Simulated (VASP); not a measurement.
**Zr9N11 (a cell with a defect): single point with PBE**

System: Zr9N11 (a cell with a defect).

```xyz
20
Lattice="0.0000 -5.9620 0.0000 5.1632 -2.9810 0.0000 0.0000 -1.9873 8.4680" Properties=species:S:1:pos:R:3 pbc="T T T"
Zr    3.4422   -5.8227    5.7291
Zr    1.6430   -3.0516    5.7195
Zr    5.2414   -9.0136    5.7195
Zr    3.4422   -7.9339    2.5782
Zr    1.7159   -4.9634    2.9670
Zr    0.0052   -1.9824    2.9670
Zr    3.4422   -5.9372   -0.1342
Zr    1.6705   -3.0350    0.0710
Zr    0.0506   -6.0160    0.0710
N     3.4422   -3.8440    7.0742
N     1.7874   -6.9850    7.1655
N    -0.0664   -4.0041    7.1655
N     1.7094   -4.9741    5.1111
N     0.0117   -1.9931    5.1111
N     3.4422   -6.0921    3.5020
N     1.8565   -2.9054    3.5113
N    -0.1354   -5.8864    3.5113
N     3.4422   -3.9107    1.0690
N     1.6899   -6.9983    1.0954
N     5.1944   -6.9983    1.0954
```

This cell differs from its parent crystal: atoms taken out, then relaxed in part.

* Program: VASP 6.6.1
* Task: single point
* Functional: PBE
* Potentials or basis: VASP PAW PBE potentials, release 64 (Zr_sv, N)
* Cutoff: 520 eV
* k mesh: 4 × 4 × 4
* Occupations: gaussian, width 0.05 eV
* Spin: no spin polarisation
* Dipole correction: no
* Charge: 3
* Further INCAR settings: LREAL = Auto; ALGO = Normal; EDIFF = 1e-07; NBANDS = 98; NELECT = 160.0

* Largest force: 0.046 eV/Å

Forces on the atoms (eV/Å):
```
Zr   0.000 -0.041  0.022
Zr   0.026  0.018  0.015
Zr  -0.026  0.018  0.015
Zr   0.000  0.009 -0.031
Zr   0.000 -0.002 -0.026
Zr   0.000 -0.002 -0.026
Zr   0.000  0.005  0.029
Zr   0.003 -0.002 -0.018
Zr  -0.003 -0.002 -0.018
N    0.000 -0.002 -0.008
N   -0.009  0.000 -0.005
N    0.009  0.000 -0.005
N   -0.012 -0.004 -0.023
N    0.012 -0.004 -0.023
N    0.000  0.001  0.013
N   -0.004 -0.001  0.020
N    0.004 -0.001  0.020
N    0.000 -0.004  0.015
N   -0.002  0.008  0.018
N    0.002  0.008  0.018
```

Levels at points of the mesh, in eV from the Fermi level:
| k point | band 78 | band 79 | band 80 | band 81 | band 82 | band 83 |
| --- | --- | --- | --- | --- | --- | --- |
| (0.00, 0.00, 0.00) | -0.68 | -0.64 | -0.26 | 1.40 | 1.70 | 1.89 |
| (0.50, 0.00, 0.00) | -0.75 | -0.69 | -0.50 | 1.01 | 1.66 | 1.95 |
| (0.00, 0.50, 0.00) | -0.75 | -0.70 | -0.56 | 0.95 | 1.76 | 1.79 |
| (0.00, 0.00, 0.50) | -0.71 | -0.66 | -0.60 | 1.49 | 1.92 | 1.95 |
| (0.50, 0.00, 0.50) | -0.77 | -0.62 | -0.43 | 0.85 | 1.79 | 1.92 |
| (0.00, 0.50, 0.50) | -0.71 | -0.58 | -0.34 | 1.20 | 1.68 | 1.78 |

It took 25 min on 1 thread of Intel(R) Xeon(R) Platinum 8559C (Emerald Rapids) (shared host), peak memory 0.64 GiB.

Caveat: the cell carries a net charge on a neutralising background, which shifts energy and pressure; the cell differs from its parent crystal (atoms taken out, then relaxed in part); the cell is charged against a uniform background, so pressure and absolute levels hang on convention.
